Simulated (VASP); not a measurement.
A run of VASP 6.6.1:

POSCAR

```
InAs
1.0
    0.0000000000      2.8414337288      2.8414337288
    2.8414337288      0.0000000000      2.8414337288
    2.8414337288      2.8414337288      0.0000000000
In As
1 1
Direct
    0.0000000000      0.0000000000      0.0000000000
    0.5000000000      0.5000000000      0.5000000000
```

INCAR.step1

```
  PREC = Accurate
  ENCUT = 520
  EDIFF = 1E-5
  ISMEAR = -1
  SIGMA = 0.02
  LREAL = F
  LASPH = T
  NELM = 60
  ALGO = Normal
  ISIF = 2
  LWAVE = T
  NBANDS = 16
  GGA = PE
```

INCAR.step2

```
  PREC = Accurate
  ENCUT = 520
  EDIFF = 1E-7
  ISMEAR = -1
  SIGMA = 0.02
  LREAL = F
  LASPH = T
  NELM = 60
  ALGO = Normal
  ISIF = 2
  LWAVE = F
  LCHARG = T
  GGA = PE
  LHFCALC = T
  HFSCREEN = 0.2079
  PRECFOCK = Normal
  LELF = T
  LVHAR = T
  NBANDS = 16
  ISTART = 1
```

Contents of KPOINTS:

```
Automatic mesh
0
Gamma
  4 4 4
```

Potentials or basis: VASP PAW PBE potentials, release 64 (In_d, As).

Run with:

```console
$ cat potpaw_PBE.64/In_d/POTCAR potpaw_PBE.64/As/POTCAR > POTCAR
$ cp INCAR.step1 INCAR
$ mpirun -np 1 vasp_std > vasp.out
$ cp INCAR.step2 INCAR
$ mpirun -np 1 vasp_std > vasp.out
```

Hardware: 1 thread of AMD EPYC 7R43 64-Core Processor (Zen 3), with other jobs on the host.

Problem. How long does it take, and how much memory?

Solution. Run time: 22 min on 1 thread of AMD EPYC 7R43 64-Core Processor (Zen 3), on a shared host, peak memory 0.23 GiB. Counts: k points 8.
